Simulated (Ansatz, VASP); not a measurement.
One calculation of Mg, two programs

The input INCAR:

```
PREC = Accurate
ENCUT = 600
EDIFF = 1E-6
ISMEAR = 0
SIGMA = 0.05
LREAL = False
LASPH = True
NELM = 120
ALGO = Normal
ISIF = 2
LWAVE = False
LCHARG = False
GGA = PE
NBANDS = 7
GGA_COMPAT = False
```

File KPOINTS:

```
regular mesh
0
Gamma
  16 16 16
```

Contents of POSCAR:

```
Mg
1.0
   -1.7899287686      1.7899287686      1.7899287686
    1.7899287686     -1.7899287686      1.7899287686
    1.7899287686      1.7899287686     -1.7899287686
Mg
1
Direct
    0.0000000000      0.0000000000      0.0000000000
```

Input for Ansatz:

```yaml
crystal:
  lattice:
    - [-1.7899287686, 1.7899287686, 1.7899287686]
    - [1.7899287686, -1.7899287686, 1.7899287686]
    - [1.7899287686, 1.7899287686, -1.7899287686]
  atoms:
    - { symbol: Mg, position: [0.0, 0.0, 0.0] }
basis:
  ecutwfc: 600
  ecutrho_ratio: 5
kpoints:
  mp_grid: { grid: [16, 16, 16] }
hamiltonian:
  xc: pbe
scf:
  occupations: { method: gaussian, width: 0.05 }
output:
  forces: true
  stress: true
  eigenvalues: true
```

Alike in both runs: task single point; functional PBE; k mesh 16 × 16 × 16; occupations gaussian, width 0.05 eV; no spin polarisation.

```csv
,VASP,Ansatz
version,VASP 6.6.1,Ansatz 0.2.0
potentials or method,"VASP PAW PBE potentials, release 64 (Mg), cutoff 600 eV","scalar-relativistic, plane waves, PAW"
valence electrons in the cell,2,10
```

|  | VASP | Ansatz | Ansatz less VASP |
| --- | --- | --- | --- |
| pressure (GPa) | -0.1 | 0.0 | +0.12 |

VASP's potentials hold 2 valence electrons a cell and Ansatz's 10, so a difference there can come from the potentials and not from the codes.
